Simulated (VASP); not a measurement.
# SnSe in VASP: single point with r2SCAN

Aim: the single point of SnSe with r2SCAN.

Everything below comes from runs of VASP 6.6.1. Logs are shortened: lines on timing, memory, paths and dates and some standing lists are left out, and cuts for length are marked.

### 1 The cell of the first run

The cell holds a slab with vacuum, 8 atoms: a = 4.286 Å, b = 4.286 Å, c = 21.980 Å, α = 90.00°, β = 90.00°, γ = 90.00°.

### 2 Single point, r2SCAN

The input, POSCAR:

```
SnSe
1.0
    4.2860948187      0.0000000000      0.0000000000
    0.0000000000      4.2860948187      0.0000000000
    0.0000000000      0.0000000000     21.9796979350
Sn Se
4 4
Direct
    0.5000000000      0.0000000000      0.1811473597
    0.5000000000      0.0000000000      0.6902466659
    0.0000000000      0.5000000000      0.3097533341
    0.0000000000      0.5000000000      0.8188526403
    0.5000000000      0.0000000000      0.3029945259
    0.5000000000      0.0000000000      0.8120933559
    0.0000000000      0.5000000000      0.1879066441
    0.0000000000      0.5000000000      0.6970054741
```

The input, INCAR.step1:

```
SYSTEM = SnSe
PREC = Accurate
ENCUT = 520
ISMEAR = 0
SIGMA = 0.05
LREAL = .FALSE.
LASPH = .TRUE.
NELM = 60
NBANDS = 50
GGA = PE
ALGO = Normal
EDIFF = 1E-4
LWAVE = .TRUE.
LCHARG = .FALSE.
```

The input, INCAR.step2:

```
SYSTEM = SnSe
PREC = Accurate
ENCUT = 520
EDIFF = 1E-6
ISMEAR = 0
SIGMA = 0.05
LREAL = .FALSE.
LASPH = .TRUE.
NELM = 60
ALGO = Normal
ISIF = 2
LWAVE = .FALSE.
LCHARG = .FALSE.
METAGGA = R2SCAN
LMIXTAU = .TRUE.
NBANDS = 50
ISTART = 1
```

The input, KPOINTS:

```
regular mesh
0
G
  6 6 2
  0 0 0
```

Potentials or basis: VASP PAW PBE potentials, release 64 (Sn_d, Se).

Started as:

```
$ cat potpaw_PBE.64/Sn_d/POTCAR potpaw_PBE.64/Se/POTCAR > POTCAR
$ cp INCAR.step1 INCAR
$ mpirun -np 1 vasp_std > vasp.out
$ cp INCAR.step2 INCAR
$ mpirun -np 1 vasp_std > vasp.out
```

OUTCAR:

```text
SYSTEM = SnSe
   PREC = Accurate
   ENCUT = 520
   EDIFF = 1E-6
   ISMEAR = 0
   LREAL = .FALSE.
   LASPH = .TRUE.
   NELM = 60
   ISIF = 2
   METAGGA = R2SCAN
   ISTART = 1

 ion  position               nearest neighbor table
   1  0.500  0.000  0.181-   5 2.68   7 3.03   7 3.03   7 3.03   7 3.03
   2  0.500  0.000  0.690-   6 2.68   8 3.03   8 3.03   8 3.03   8 3.03
   3  0.000  0.500  0.310-   7 2.68   5 3.03   5 3.03   5 3.03   5 3.03
   4  0.000  0.500  0.819-   8 2.68   6 3.03   6 3.03   6 3.03   6 3.03
   5  0.500  0.000  0.303-   1 2.68   3 3.03   3 3.03   3 3.03   3 3.03
   6  0.500  0.000  0.812-   2 2.68   4 3.03   4 3.03   4 3.03   4 3.03
   7  0.000  0.500  0.188-   3 2.68   1 3.03   1 3.03   1 3.03   1 3.03
   8  0.000  0.500  0.697-   4 2.68   2 3.03   2 3.03   2 3.03   2 3.03

  LATTYP: Found a simple tetragonal cell.
 ALAT       =     4.2860948187
 C/A-ratio  =     5.1281408519

  Lattice vectors:

 A1 = (   4.2860948187,   0.0000000000,   0.0000000000)
 A2 = (   0.0000000000,   4.2860948187,   0.0000000000)
 A3 = (   0.0000000000,   0.0000000000,  21.9796979350)

Analysis of symmetry for initial positions (statically):
=====================================================================
 Subroutine PRICEL returns:
 Original cell was already a primitive cell.

 Routine SETGRP: Setting up the symmetry group for a
 simple tetragonal supercell.

 Subroutine GETGRP returns: Found 16 space group operations
 (whereof  8 operations were pure point group operations)
 out of a pool of 16 trial point group operations.

The static configuration has the point symmetry D_2d.
 The point group associated with its full space group is D_4h.

Analysis of symmetry for dynamics (positions and initial velocities):
=====================================================================
 Subroutine PRICEL returns:
 Original cell was already a primitive cell.

 Routine SETGRP: Setting up the symmetry group for a
 simple tetragonal supercell.

 Subroutine GETGRP returns: Found 16 space group operations
 (whereof  8 operations were pure point group operations)
 out of a pool of 16 trial point group operations.

The dynamic configuration has the point symmetry D_2d.
 The point group associated with its full space group is D_4h.

 Subroutine INISYM returns: Found 16 space group operations
 (whereof  8 operations are pure point group operations),
 and found     1 'primitive' translations

----------------------------------------------------------------------------------------

                                     Primitive cell

  volume of cell :     403.7804

  direct lattice vectors                    reciprocal lattice vectors
     4.286094819  0.000000000  0.000000000     0.233312617  0.000000000  0.000000000
     0.000000000  4.286094819  0.000000000     0.000000000  0.233312617  0.000000000
     0.000000000  0.000000000 21.979697935     0.000000000  0.000000000  0.045496531

  length of vectors
     4.286094819  4.286094819 21.979697935     0.233312617  0.233312617  0.045496531

  position of ions in fractional coordinates (direct lattice)
     0.500000000  0.000000000  0.181147360
     0.500000000  0.000000000  0.690246666
     0.000000000  0.500000000  0.309753334
     0.000000000  0.500000000  0.818852640
     0.500000000  0.000000000  0.302994526
     0.500000000  0.000000000  0.812093356
     0.000000000  0.500000000  0.187906644
     0.000000000  0.500000000  0.697005474

  ion indices of the primitive-cell ions
   primitive index   ion index
                 1           1
                 2           2
                 3           3
                 4           4
                 5           5
                 6           6
                 7           7
                 8           8

----------------------------------------------------------------------------------------

 KPOINTS: regular mesh

Automatic generation of k-mesh.
 Grid dimensions read from file:
 generate k-points for:    6    6    2

 Generating k-lattice:

  Cartesian coordinates                     Fractional coordinates (reciprocal lattice)
     0.038885436  0.000000000  0.000000000     0.166666667  0.000000000  0.000000000
     0.000000000  0.038885436  0.000000000     0.000000000  0.166666667  0.000000000
     0.000000000  0.000000000  0.022748265     0.000000000  0.000000000  0.500000000

  Length of vectors
     0.038885436  0.038885436  0.022748265

  Shift w.r.t. Gamma in fractional coordinates (k-lattice)
     0.000000000  0.000000000  0.000000000

 Subroutine IBZKPT returns following result:
 ===========================================

 Found     20 irreducible k-points:

 Following reciprocal coordinates:
            Coordinates               Weight
  0.000000  0.000000  0.000000      1.000000
  0.166667  0.000000  0.000000      4.000000
  0.333333  0.000000  0.000000      4.000000
  0.500000  0.000000  0.000000      2.000000
  0.166667  0.166667  0.000000      4.000000
  0.333333  0.166667  0.000000      8.000000
[... 12 lines left out ...]
  0.500000  0.333333  0.500000      4.000000
  0.500000  0.500000  0.500000      1.000000
   k-points           NKPTS =     20   k-points in BZ     NKDIM =     20   number of bands    NBANDS=     50
   number of dos      NEDOS =    301   number of ions     NIONS =      8
   total plane-waves  NPLWV = 172032
   dimension x,y,z NGX =    32 NGY =   32 NGZ =  168
   dimension x,y,z NGXF=    64 NGYF=   64 NGZF=  336
   ions per type =               4   4
   NGX,Y,Z   is equivalent  to a cutoff of  12.41, 12.41, 12.71 a.u.
   NGXF,Y,Z  is equivalent  to a cutoff of  24.82, 24.82, 25.41 a.u.
 SYSTEM =  SnSe
   PREC   = accura    normal or accurate (medium, high low for compatibility)
   ISTART =      1    job   : 0-new  1-cont  2-samecut
   ICHARG =      0    charge: 1-file 2-atom 10-const
   ISPIN  =      1    spin polarized calculation?
   LNONCOLLINEAR =      F non collinear calculations
   LSORBIT =      F    spin-orbit coupling
   LASPH  =      T    aspherical Exc in radial PAW
   ENCUT  =  520.0 eV  38.22 Ry    6.18 a.u.   7.97  7.97 40.87*2*pi/ulx,y,z
   NELM   =     60;   NELMIN=  2; NELMDL=  0     # of ELM steps
   EDIFF  = 0.1E-05   stopping-criterion for ELM
   LREAL  =      F    real-space projection
   EDIFFG = 0.1E-04   stopping-criterion for IOM
   NSW    =      0    number of steps for IOM
   IBRION =     -1    ionic relax: 0-MD 1-quasi-New 2-CG
   NFREE  =      0    steps in history (QN), initial steepest desc. (CG)
   ISIF   =      2    stress and relaxation
   ISYM   =      2    0-nonsym 1-usesym 2-fastsym
   POTIM  = 0.5000    time-step for ionic-motion
   TEBEG  =    0.0;   TEEND  =   0.0 temperature during run
   PSTRESS=    0.0 pullay stress
   NELECT =      80.0000    total number of electrons
   NUPDOWN=      -1.0000    fix difference up-down
   EMIN   =  10.00;   EMAX   =-10.00  energy-range for DOS
   EFERMI =   0.00;   METHOD = LEGACY
   ISMEAR =     0;   SIGMA  =   0.05  broadening in eV -4-tet -1-fermi 0-gaus
   EFERMI_NEDOS =   21; number of points for ismear=-14 and -15
   IALGO  =     38    algorithm
   IMIX   =      4    mixing-type and parameters
     AMIX     =   0.40;   BMIX     =  1.00
     AMIX_MAG =   1.60;   BMIX_MAG =  1.00
  volume/ion in A,a.u.               =      50.47       340.61
  Fermi-wavevector in a.u.,A,eV,Ry     =   0.954384  1.803524 12.392846  0.910848
  Thomas-Fermi vector in A             =   2.083125
   LORBIT       =      0    0 simple, 1 ext, 2 COOP (PROOUT), +10 PAW based schemes
   METAGGA = R2SCAN    functional components
   LHFCALC =     F    Hartree Fock is set to
   AEXX    =    0.0000 exact exchange contribution
   IVDW    =     0    specifies the selected vdW correction
   LEPSILON=     F    determine dielectric tensor
   LRPA    =     F    only Hartree local field effects (RPA)
 non-spin polarized calculation
 Gauss-broadening in eV      SIGMA  =   0.05
  energy-cutoff  :      520.00
  volume of cell :      403.78
 maximum number of plane-waves:     10968
 NGX is ok and might be reduce to    32
   NGX = 15   NGY = 15   NGZ = 81

 number of electron      80.0000040 magnetization

 Free energy of the ion-electron system (eV)
  ---------------------------------------------------
  ext. energy  EPLUGINS =         0.00000000
  ---------------------------------------------------
  free energy    TOTEN  =      -159.14521158 eV

  energy without entropy =     -159.14521158  energy(sigma->0) =     -159.14521158

 E-fermi :   0.7192     XC(G=0):  -6.2108

 val. band max:        0.4480944990   @ k =   0.3333   0.0000   0.0000
 cond. band min:       2.2061820929   @ k =   0.0000   0.0000   0.0000
 fundamental gap:      1.7580875938
 Fermi energy:         0.7192088148

 k-point     1 :       0.0000    0.0000    0.0000
  band No.  band energies     occupation
      1     -21.3201      2.00000
      2     -21.3201      2.00000
      3     -21.3155      2.00000
      4     -21.3155      2.00000
      5     -21.3149      2.00000
      6     -21.3149      2.00000
[... 42 lines left out ...]
     49       5.2042      0.00000
     50       5.5629      0.00000

 k-point     2 :       0.1667    0.0000    0.0000
  band No.  band energies     occupation
      1     -21.3176      2.00000
      2     -21.3176      2.00000
      3     -21.3172      2.00000
      4     -21.3172      2.00000
      5     -21.3130      2.00000
      6     -21.3130      2.00000
[... 42 lines left out ...]
     49       4.9640      0.00000
     50       5.5891      0.00000

 k-point     3 :       0.3333    0.0000    0.0000
  band No.  band energies     occupation
      1     -21.3202      2.00000
      2     -21.3202      2.00000
      3     -21.3169      2.00000
      4     -21.3169      2.00000
      5     -21.3126      2.00000
      6     -21.3126      2.00000
[... 890 lines left out ...]
     49       6.0669      0.00000
     50       6.0695      0.00000

 k-point    20 :       0.5000    0.5000    0.5000
  band No.  band energies     occupation
      1     -21.3388      2.00000
      2     -21.3388      2.00000
      3     -21.3388      2.00000
      4     -21.3388      2.00000
      5     -21.2984      2.00000
      6     -21.2984      2.00000
[... 42 lines left out ...]
     49       5.7572      0.00000
     50       5.7623      0.00000

------------------------ aborting loop because EDIFF is reached ----------------------------------------

  FORCE on cell =-STRESS in cart. coord.  units (eV):
  Direction    XX          YY          ZZ          XY          YZ          ZX
  --------------------------------------------------------------------------------------
  -------------------------------------------------------------------------------------
  Total       -0.0279118     -0.0279118      0.0520019      0.0000000      0.0000000      0.0000000
  in kB       -0.1107526     -0.1107526      0.2063406      0.0000000      0.0000000      0.0000000
  external PRESSURE =      -0.0050548 kB  Pullay stress =       0.0000000 kB

 VOLUME and BASIS-vectors are now :
 -----------------------------------------------------------------------------
  energy-cutoff  :      520.00
  volume of cell :      403.78
      direct lattice vectors                 reciprocal lattice vectors
     4.286094819  0.000000000  0.000000000     0.233312617  0.000000000  0.000000000
     0.000000000  4.286094819  0.000000000     0.000000000  0.233312617  0.000000000
     0.000000000  0.000000000 21.979697935     0.000000000  0.000000000  0.045496531

 POSITION                                       TOTAL-FORCE (eV/Angst)
 -----------------------------------------------------------------------------------
      2.14305      0.00000      3.98156        -0.000000     -0.000000     -0.005179
      2.14305      0.00000     15.17141         0.000000     -0.000000     -0.006397
      0.00000      2.14305      6.80828         0.000000     -0.000000      0.006397
      0.00000      2.14305     17.99813         0.000000     -0.000000      0.005179
      2.14305      0.00000      6.65973        -0.000000     -0.000000      0.015092
      2.14305      0.00000     17.84957         0.000000      0.000000      0.014952
      0.00000      2.14305      4.13013         0.000000     -0.000000     -0.014952
      0.00000      2.14305     15.31997         0.000000     -0.000000     -0.015092
 -----------------------------------------------------------------------------------
    total drift:                                0.000000      0.000000      0.000000

  FREE ENERGIE OF THE ION-ELECTRON SYSTEM (eV)
  ---------------------------------------------------
  free  energy   TOTEN  =      -159.1452115831 eV

  energy  without entropy=     -159.1452115831  energy(sigma->0) =     -159.14521158
```

It took 21 min on 1 thread of AMD EPYC 9R45 (Zen 5), shared host; peak memory 0.61 GiB.

Results:

- Free energy: -159.1452 eV
- Largest force: 0.015 eV/Å
- Band gap on the k mesh: 1.76 eV (least direct gap 1.77 eV)

Forces in eV/Å, atoms in the order of the input:
```
Sn   0.000  0.000 -0.005
Sn   0.000  0.000 -0.006
Sn   0.000  0.000  0.006
Sn   0.000  0.000  0.005
Se   0.000  0.000  0.015
Se   0.000  0.000  0.015
Se   0.000  0.000 -0.015
Se   0.000  0.000 -0.015
```

Levels at points of the mesh, in eV from the valence-band top:
```tsv
k point	band 37	band 38	band 39	band 40	band 41	band 42	band 43	band 44
(0.00, 0.00, 0.00)	-1.79	-1.79	-0.26	-0.26	1.76	1.90	4.18	4.24
(0.50, 0.00, 0.00)	-0.15	-0.15	-0.15	-0.15	1.85	1.85	1.85	1.85
(0.50, 0.50, 0.00)	-1.76	-1.76	-1.76	-1.76	3.99	3.99	4.03	4.03
(0.00, 0.00, 0.50)	-1.79	-1.79	-0.26	-0.26	1.81	1.84	4.24	4.24
(0.50, 0.00, 0.50)	-0.15	-0.15	-0.15	-0.15	1.85	1.85	1.85	1.85
(0.50, 0.50, 0.50)	-1.76	-1.76	-1.76	-1.76	4.01	4.01	4.01	4.01
```

Caveat: there is no dipole correction, which matters where the two faces differ; the PAW data sets were made with another functional, which shifts forces and pressure a little; spin-orbit coupling is left out, which moves the levels of the heavy elements.
